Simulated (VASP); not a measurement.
# Al2O3 (R-3c) in VASP: vibrations by perturbation theory with PBE

Aim: the vibrations by perturbation theory of Al2O3 with PBE.

All numbers are computed with VASP 6.6.1; they aren't measurements. Logs are shortened: lines on timing, memory, paths and dates and some standing lists are left out, and cuts for length are marked.

## Step 1: The cell of the first run

Symmetry: R-3c, No. 167, trigonal system. The conventional cell has a = 4.809 Å, b = 4.809 Å, c = 13.124 Å, α = 90.00°, β = 90.00°, γ = 120.00°. Al (site symmetry 3) has 6 O at 1.87 to 1.99 Å within 2.5 Å. Within 2.9 Å of O (site symmetry 2) lie 4 Al at 1.87 to 1.99 Å and 12 O at 2.55 to 2.90 Å.

## Step 2: Vibrations by perturbation theory, PBE

The input, INCAR:

```
ALGO = Normal
EDIFF = 1E-8
ENCUT = 520
GGA = PE
IBRION = 8
ISIF = 2
ISMEAR = 0
LASPH = T
LCHARG = T
LEPSILON = T
LREAL = F
LWAVE = F
NELM = 100
NSW = 1
PREC = Accurate
SIGMA = 0.01
```

The input, KPOINTS:

```
k-points
0
Gamma
  5 5 5
```

The input, POSCAR:

```
Al2O3
1.0
    2.4043533283      1.3881540413      4.3745196008
   -2.4043533283      1.3881540413      4.3745196008
    0.0000000000     -2.7763080827      4.3745196008
Al O
4 6
Direct
    0.3521476968      0.3521476968      0.3521476968
    0.1478523032      0.1478523032      0.1478523032
    0.6478523032      0.6478523032      0.6478523032
    0.8521476968      0.8521476968      0.8521476968
    0.5561754309      0.9438245691      0.2500000000
    0.2500000000      0.5561754309      0.9438245691
    0.9438245691      0.2500000000      0.5561754309
    0.4438245691      0.0561754309      0.7500000000
    0.7500000000      0.4438245691      0.0561754309
    0.0561754309      0.7500000000      0.4438245691
```

Potentials or basis: VASP PAW PBE potentials, release 64 (Al, O).

The run is started by

```bash
> cat potpaw_PBE.64/Al/POTCAR potpaw_PBE.64/O/POTCAR > POTCAR
> mpirun -np 1 vasp_std > vasp.out
```

OUTCAR:

```text
EDIFF = 1E-8
   ENCUT = 520
   GGA = PE
   IBRION = 8
   ISIF = 2
   ISMEAR = 0
   LASPH = T
   LEPSILON = T
   LREAL = F
   NELM = 100
   NSW = 1
   PREC = Accurate

 ion  position               nearest neighbor table
   1  0.352  0.352  0.352-  10 1.87   9 1.87   8 1.87   5 1.99   7 1.99   6 1.99   2 2.68   3 2.82
                             3 2.82   3 2.82   2 3.25   2 3.25   2 3.25
   2  0.148  0.148  0.148-   9 1.87  10 1.87   8 1.87   5 1.99   6 1.99   7 1.99   1 2.68   4 2.82
                             4 2.82   4 2.82   1 3.25   1 3.25   1 3.25
   3  0.648  0.648  0.648-   7 1.87   6 1.87   5 1.87   8 1.99  10 1.99   9 1.99   4 2.68   1 2.82
                             1 2.82   1 2.82   4 3.25   4 3.25   4 3.25
   4  0.852  0.852  0.852-   6 1.87   7 1.87   5 1.87   8 1.99   9 1.99  10 1.99   3 2.68   2 2.82
                             2 2.82   2 2.82   3 3.25   3 3.25   3 3.25
   5  0.556  0.944  0.250-   3 1.87   4 1.87   1 1.99   2 1.99
   6  0.250  0.556  0.944-   4 1.87   3 1.87   2 1.99   1 1.99
   7  0.944  0.250  0.556-   3 1.87   4 1.87   1 1.99   2 1.99
   8  0.444  0.056  0.750-   1 1.87   2 1.87   3 1.99   4 1.99
   9  0.750  0.444  0.056-   2 1.87   1 1.87   4 1.99   3 1.99
  10  0.056  0.750  0.444-   1 1.87   2 1.87   3 1.99   4 1.99

  LATTYP: Found a trigonal (rhomboedric) cell.
 ALAT       =     5.1811493230
 COS(alpha) =     0.5693005116

  Lattice vectors:

 A1 = (   2.4043533283,   1.3881540413,   4.3745196008)
[... 1006 lines left out ...]
  3Y    -0.000073    4.889352    0.000000   -2.266916    2.263280   -0.000000   -0.000078  -18.180479    0.000000    1.280880   -0.425783   -0.000000   -1.139223    3.022284   -1.674248    1.215322    3.728804    1.721777    0.649914    1.336448   -0.047529    0.360393    1.367020   -0.077119    0.162057    0.762535    0.187845   -0.262275    1.236541   -0.110726
  3Z     0.000000    0.000000   -4.515479   -0.000000   -0.000000    4.841875   -0.000000    0.000000  -16.947895    0.000000   -0.000000    8.366345    1.079742   -1.388364    1.923825    0.662487    1.629266    1.923825   -1.742229   -0.240902    1.923825    0.151884   -0.074903    0.827893   -0.011074    0.168987    0.827893   -0.140810   -0.094084    0.827893
  4X     2.263280   -2.266916   -0.000000    4.889352   -0.000073   -0.000000   -0.425783    1.280880   -0.000000  -18.180479   -0.000078   -0.000000    2.369407    1.623231   -1.021509    4.055242   -0.165906    1.960696    1.662887   -0.731314   -0.939187    0.877044   -0.186943   -0.172380    1.007523    0.435724    0.152977    1.481529    0.011393    0.019403
  4Y     2.266916    2.263280   -0.000000    0.000073    4.889352    0.000000   -1.280880   -0.425783   -0.000000    0.000078  -18.180479    0.000000    1.139223    3.022284   -1.674248   -0.649914    1.336448   -0.047529   -1.215322    3.728804    1.721777   -0.360393    1.367020   -0.077119    0.262275    1.236541   -0.110726   -0.162057    0.762535    0.187845
  4Z     0.000000   -0.000000    4.841875    0.000000    0.000000   -4.515479   -0.000000   -0.000000    8.366345    0.000000    0.000000  -16.947895   -1.079742   -1.388364    1.923825    1.742229   -0.240902    1.923825   -0.662487    1.629266    1.923825   -0.151884   -0.074903    0.827893    0.140810   -0.094084    0.827893    0.011074    0.168987    0.827893
  5X     0.878588    0.361936    0.146427    0.878588   -0.361936   -0.146427    2.368513   -1.141350    1.076333    2.368513    1.141350   -1.076333  -16.677176    0.000000    0.000000    4.430456   -1.282536    0.301945    4.430456    1.282536   -0.301945   -0.295043    0.000000   -0.000000    0.808552   -0.284197   -1.775414    0.808552    0.284197    1.775414
  5Y     0.186418    1.366693   -0.074282   -0.186418    1.366693   -0.074282   -1.621957    3.022487   -1.387043    1.621957    3.022487   -1.387043   -0.000000  -17.470174    5.118727   -1.451143    2.850640   -0.133532    1.451143    2.850640   -0.133532   -0.000000    2.027792   -3.515128   -0.290000    0.481370    0.793057    0.290000    0.481370    0.793057
  5Z     0.171657   -0.074955    0.827611   -0.171657   -0.074955    0.827611    1.022157   -1.673414    1.927130   -1.022157   -1.673414    1.927130    0.000000    5.116289  -14.518456    0.266206   -0.193444   -0.504678   -0.266206   -0.193444   -0.504678   -0.000000   -3.515103    4.391918   -1.574826    1.141220    2.813206    1.574826    1.141220    2.813206
  6X     1.482111    0.162026   -0.008884    1.007222    0.260685    0.137543    1.662446    1.214310    0.663048    4.055541   -0.647951    1.739381    4.429312   -1.451804    0.266615  -17.271924   -0.343378   -4.432948    2.061877    0.083643   -0.035330    0.811800   -0.288125   -1.574515    1.447084    1.005817    3.044190    0.314531    0.004776    0.200899
  6Y    -0.013492    0.763170    0.163950    0.436203    1.238059   -0.089669    0.733703    3.728554    1.625654   -0.167344    1.335459   -0.238611   -1.283197    2.851785   -0.194726   -0.343378  -16.875425   -2.559364   -0.084964    5.219220    0.328259   -0.282322    0.478122    1.141025    1.005817    0.285666    1.757564   -0.001026    0.975391   -1.934082
  6Z    -0.020915    0.186137    0.827611    0.150742   -0.111182    0.827611    0.938140    1.721921    1.927130    1.960297   -0.048507    1.927130    0.300630   -0.133819   -0.504678   -4.430836   -2.558145  -14.518456    0.034424    0.327263   -0.504678   -1.775738    0.793230    2.813206    3.044169    1.757552    4.391918   -0.200912   -1.934449    2.813206
  7X     1.007222   -0.260685   -0.137543    1.482111   -0.162026    0.008884    4.055541    0.647951   -1.739381    1.662446   -1.214310   -0.663048    4.429312    1.451804   -0.266615    2.061877   -0.083643    0.035330  -17.271924    0.343378    4.432948    0.811800    0.288125    1.574515    0.314531   -0.004776   -0.200899    1.447084   -1.005817   -3.044190
  7Y    -0.436203    1.238059   -0.089669    0.013492    0.763170    0.163950    0.167344    1.335459   -0.238611   -0.733703    3.728554    1.625654    1.283197    2.851785   -0.194726    0.084964    5.219220    0.328259    0.343378  -16.875425   -2.559364    0.282322    0.478122    1.141025    0.001026    0.975391   -1.934082   -1.005817    0.285666    1.757564
  7Z    -0.150742   -0.111182    0.827611    0.020915    0.186137    0.827611   -1.960297   -0.048507    1.927130   -0.938140    1.721921    1.927130   -0.300630   -0.133819   -0.504678   -0.034424    0.327263   -0.504678    4.430836   -2.558145  -14.518456    1.775738    0.793230    2.813206    0.200912   -1.934449    2.813206   -3.044169    1.757552    4.391918
  8X     2.368513   -1.141350    1.076333    2.368513    1.141350   -1.076333    0.878588    0.361936    0.146427    0.878588   -0.361936   -0.146427   -0.295043    0.000000   -0.000000    0.808552   -0.284197   -1.775414    0.808552    0.284197    1.775414  -16.677176    0.000000    0.000000    4.430456   -1.282536    0.301945    4.430456    1.282536   -0.301945
  8Y    -1.621957    3.022487   -1.387043    1.621957    3.022487   -1.387043    0.186418    1.366693   -0.074282   -0.186418    1.366693   -0.074282   -0.000000    2.027792   -3.515128   -0.290000    0.481370    0.793057    0.290000    0.481370    0.793057   -0.000000  -17.470174    5.118727   -1.451143    2.850640   -0.133532    1.451143    2.850640   -0.133532
  8Z     1.022157   -1.673414    1.927130   -1.022157   -1.673414    1.927130    0.171657   -0.074955    0.827611   -0.171657   -0.074955    0.827611   -0.000000   -3.515103    4.391918   -1.574826    1.141220    2.813206    1.574826    1.141220    2.813206    0.000000    5.116289  -14.518456    0.266206   -0.193444   -0.504678   -0.266206   -0.193444   -0.504678
  9X     1.662446    1.214310    0.663048    4.055541   -0.647951    1.739381    1.482111    0.162026   -0.008884    1.007222    0.260685    0.137543    0.811800   -0.288125   -1.574515    1.447084    1.005817    3.044190    0.314531    0.004776    0.200899    4.429312   -1.451804    0.266615  -17.271924   -0.343378   -4.432948    2.061877    0.083643   -0.035330
  9Y     0.733703    3.728554    1.625654   -0.167344    1.335459   -0.238611   -0.013492    0.763170    0.163950    0.436203    1.238059   -0.089669   -0.282322    0.478122    1.141025    1.005817    0.285666    1.757564   -0.001026    0.975391   -1.934082   -1.283197    2.851785   -0.194726   -0.343378  -16.875425   -2.559364   -0.084964    5.219220    0.328259
  9Z     0.938140    1.721921    1.927130    1.960297   -0.048507    1.927130   -0.020915    0.186137    0.827611    0.150742   -0.111182    0.827611   -1.775738    0.793230    2.813206    3.044169    1.757552    4.391918   -0.200912   -1.934449    2.813206    0.300630   -0.133819   -0.504678   -4.430836   -2.558145  -14.518456    0.034424    0.327263   -0.504678
 10X     4.055541    0.647951   -1.739381    1.662446   -1.214310   -0.663048    1.007222   -0.260685   -0.137543    1.482111   -0.162026    0.008884    0.811800    0.288125    1.574515    0.314531   -0.004776   -0.200899    1.447084   -1.005817   -3.044190    4.429312    1.451804   -0.266615    2.061877   -0.083643    0.035330  -17.271924    0.343378    4.432948
 10Y     0.167344    1.335459   -0.238611   -0.733703    3.728554    1.625654   -0.436203    1.238059   -0.089669    0.013492    0.763170    0.163950    0.282322    0.478122    1.141025    0.001026    0.975391   -1.934082   -1.005817    0.285666    1.757564    1.283197    2.851785   -0.194726    0.084964    5.219220    0.328259    0.343378  -16.875425   -2.559364
 10Z    -1.960297   -0.048507    1.927130   -0.938140    1.721921    1.927130   -0.150742   -0.111182    0.827611    0.020915    0.186137    0.827611    1.775738    0.793230    2.813206    0.200912   -1.934449    2.813206   -3.044169    1.757552    4.391918   -0.300630   -0.133819   -0.504678   -0.034424    0.327263   -0.504678    4.430836   -2.558145  -14.518456

 Eigenvectors and eigenvalues of the dynamical matrix
   1 f  =   21.561330 THz   135.473833 2PiTHz  719.208560 cm-1    89.170457 meV
   2 f  =   21.449424 THz   134.770703 2PiTHz  715.475757 cm-1    88.707648 meV
   3 f  =   21.449424 THz   134.770703 2PiTHz  715.475757 cm-1    88.707648 meV
   4 f  =   19.899469 THz   125.032053 2PiTHz  663.774849 cm-1    82.297555 meV
   5 f  =   18.322711 THz   115.124990 2PiTHz  611.179862 cm-1    75.776611 meV
   6 f  =   18.087825 THz   113.649159 2PiTHz  603.344913 cm-1    74.805202 meV
[... 19 lines left out ...]
  26 f  =   10.779269 THz    67.728143 2PiTHz  359.557701 cm-1    44.579453 meV
  27 f  =    8.583128 THz    53.929383 2PiTHz  286.302331 cm-1    35.496949 meV
  28 f/i=    0.002103 THz     0.013215 2PiTHz    0.070157 cm-1     0.008698 meV
  29 f/i=    0.002103 THz     0.013215 2PiTHz    0.070157 cm-1     0.008698 meV
  30 f/i=    0.004891 THz     0.030733 2PiTHz    0.163159 cm-1     0.020229 meV

 MACROSCOPIC STATIC DIELECTRIC TENSOR IONIC CONTRIBUTION
 ------------------------------------------------------
           6.763141    -0.000000    -0.000000
          -0.000000     6.763141    -0.000000
          -0.000000    -0.000000     9.120150
 ------------------------------------------------------

 ELASTIC MODULI CONTR FROM IONIC RELAXATION (kBar)
 Direction    XX          YY          ZZ          XY          YZ          ZX
 --------------------------------------------------------------------------------
 XX        -336.0865    151.6425    120.7493      0.0000    126.9160     -0.0000
 YY         151.6425   -336.0865    120.7493     -0.0000   -126.9160      0.0000
 ZZ         120.7493    120.7493   -174.6064      0.0000      0.0000     -0.0000
 XY           0.0000     -0.0000      0.0000   -243.8744     -0.0000    127.1412
 YZ         126.9160   -126.9160      0.0000     -0.0000   -140.7207      0.0000
 ZX          -0.0000      0.0000     -0.0000    127.1412      0.0000   -139.5460
 --------------------------------------------------------------------------------

 PIEZOELECTRIC TENSOR IONIC CONTR  for field in x, y, z        (C/m^2)
          XX          YY          ZZ          XY          YZ          ZX
  --------------------------------------------------------------------------------
  x    -0.00000     0.00000    -0.00000     0.00000     0.00000    -0.00000
  y    -0.00000     0.00000    -0.00000     0.00000     0.00000    -0.00000
  z    -0.00000     0.00000    -0.00000    -0.00000    -0.00000    -0.00000
```

Run time: 55 min. Hardware: 1 thread of Oxide Virtual Turin-like, shared host; peak memory 0.51 GiB.

Results:

| Item | Value |
| --- | --- |
| Electronic dielectric tensor (diagonal) | 3.27, 3.27, 3.24 |
| Born charges (mean of the diagonal) | Al +2.97; O -1.98 e |
| Highest phonon frequency at Γ, LO-TO splitting left out | 719 cm⁻¹ |

Phonon frequencies in cm⁻¹ (negative: imaginary):
```
              q point                                                                                                        frequencies
(0.000, 0.000, 0.000)  0 0 0 286 360 360 364 364 375 396 407 407 416 416 426 426 512 539 539 550 550 552 577 603 603 611 664 715 715 719
```

Electronic dielectric tensor:
```
3.27 0.00 0.00
0.00 3.27 0.00
0.00 0.00 3.24
```

Born effective charge tensors (e):
atom 1, Al
```
 2.98 -0.03  0.00
 0.03  2.98  0.00
 0.00  0.00  2.95
```
atom 2, Al
```
 2.98  0.03  0.00
-0.03  2.98  0.00
 0.00  0.00  2.95
```
atom 3, Al
```
 2.98 -0.03  0.00
 0.03  2.98  0.00
 0.00  0.00  2.95
```
atom 4, Al
```
 2.98  0.03  0.00
-0.03  2.98  0.00
 0.00  0.00  2.95
```
atom 5, O
```
-2.09  0.00  0.00
 0.00 -1.89  0.27
 0.00  0.36 -1.97
```
atom 6, O
```
-1.94  0.09 -0.23
 0.09 -2.04 -0.13
-0.31 -0.18 -1.97
```
atom 7, O
```
-1.94 -0.09  0.23
-0.09 -2.04 -0.13
 0.31 -0.18 -1.97
```
atom 8, O
```
-2.09  0.00  0.00
 0.00 -1.89  0.27
 0.00  0.36 -1.97
```
atom 9, O
```
-1.94  0.09 -0.23
 0.09 -2.04 -0.13
-0.31 -0.18 -1.97
```
atom 10, O
```
-1.94 -0.09  0.23
-0.09 -2.04 -0.13
 0.31 -0.18 -1.97
```
